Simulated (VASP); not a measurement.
Set up this calculation in VASP 6.6.1, as the native input.

```
Task                   : single point
Functional             : revPBE
Potentials or basis    : VASP PAW PBE potentials, release 64 (Ru_pv)
Cutoff                 : 520 eV
k mesh                 : 15 × 15 × 4
Occupations            : fermi-dirac, width 0.1 eV
Spin                   : no spin polarisation
Dipole correction      : no
Further INCAR settings : ALGO = Normal; EDIFF = 1e-07; NBANDS = 36
```

The structure of Ru lies in POSCAR:

```
Ru
1.0
    2.7195745511      0.0000000000      0.0000000000
   -1.3597872755      2.3552206487      0.0000000000
    0.0000000000      0.0000000000      8.7307189225
Ru
4
Direct
    0.0000000000      0.0000000000      0.0000000000
    0.0000000000      1.0000000000      0.5000000000
    0.3333333333      0.6666666667      0.2500000000
    0.6666666667      0.3333333333      0.7500000000
```

The input as run:

INCAR

```
SYSTEM = Ru
PREC     = Accurate       ! precision mode
ENCUT    = 520            ! plane-wave cutoff, eV
EDIFF    = 1E-7           ! SCF threshold, eV
ISMEAR   = -1             ! smearing method
SIGMA    = 0.1            ! smearing width, eV
LREAL    = .FALSE.        ! projectors in reciprocal space
LASPH    = .TRUE.         ! aspherical terms in the spheres
NELM     = 100            ! most SCF steps
ALGO     = Normal         ! electronic algorithm
ISIF     = 2              ! what is computed and relaxed
LWAVE    = .FALSE.        ! write WAVECAR
LCHARG   = .FALSE.        ! write CHGCAR
GGA      = RE             ! functional
NBANDS   = 36             ! bands
```

KPOINTS

```
regular mesh
0
G
  15 15 4
  0 0 0
```

Potentials or basis: VASP PAW PBE potentials, release 64 (Ru_pv).

The run is started by

```console
$ cat potpaw_PBE.64/Ru_pv/POTCAR > POTCAR
$ mpirun -np 1 vasp_std > vasp.out
```

Results of the run:

| Property | Result |
| --- | --- |
| Pressure | -0.2 GPa |
| Band gap on the k mesh | zero (bands 28 and 29 overlap by 2.67 eV) |

Caveat: the PAW data sets were made with another functional, which shifts forces and pressure a little.

It took 80 s on 1 thread of AMD EPYC 9R45 96-Core Processor (Zen 5), on a shared host, peak memory 0.22 GiB.
